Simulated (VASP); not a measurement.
Here is a VASP 6.6.1 calculation.

Contents of INCAR:

```
ALGO = Normal
EDIFF = 1E-6
ENCUT = 520
GGA = PE
ISIF = 2
ISMEAR = 0
LASPH = True
LCHARG = False
LREAL = False
LWAVE = False
NBANDS = 50
NELM = 80
PREC = Accurate
SIGMA = 0.01
```

Contents of KPOINTS:

```
k-points
0
Gamma
  9 9 2
```

The input POSCAR:

```
SnO
1.0
    3.4262719303      0.0000000000      0.0000000000
   -1.7131359652      2.9672385319      0.0000000000
    0.0000000000      0.0000000000     18.6722978627
Sn O
4 4
Direct
    0.0000000000      0.0000000000     -0.0025535870
    0.3333333333      0.6666666667      0.2469154341
    0.0000000000      0.0000000000      0.4974464130
    0.6666666667      0.3333333333      0.7469154341
    0.0000000000      0.0000000000      0.1900538282
    0.3333333333      0.6666666667      0.4405843247
    0.0000000000      0.0000000000      0.6900538282
    0.6666666667      0.3333333333      0.9405843247
```

Potentials or basis: VASP PAW PBE potentials, release 64 (Sn_d, O).

Launch:

```console
$ cat potpaw_PBE.64/Sn_d/POTCAR potpaw_PBE.64/O/POTCAR > POTCAR
$ mpirun -np 1 vasp_std > vasp.out
```

**Question.** Predict the pressure.

**Answer.** -2.9 GPa.

**Question.** Estimate the largest force.

**Answer.** 0.437 eV/Å.

**Question.** Estimate the band gap on the k mesh.

**Answer.** 1.53 eV, indirect (least direct gap 1.89 eV).

Forces on the atoms (eV/Å):
```
Sn   0.000  0.000 -0.437
Sn   0.000  0.000 -0.436
Sn   0.000  0.000 -0.437
Sn   0.000  0.000 -0.436
O    0.000  0.000  0.437
O    0.000  0.000  0.437
O    0.000  0.000  0.437
O    0.000  0.000  0.437
```

Caveat: spin-orbit coupling is left out, which moves the levels of the heavy elements. A k mesh can miss the band edges.
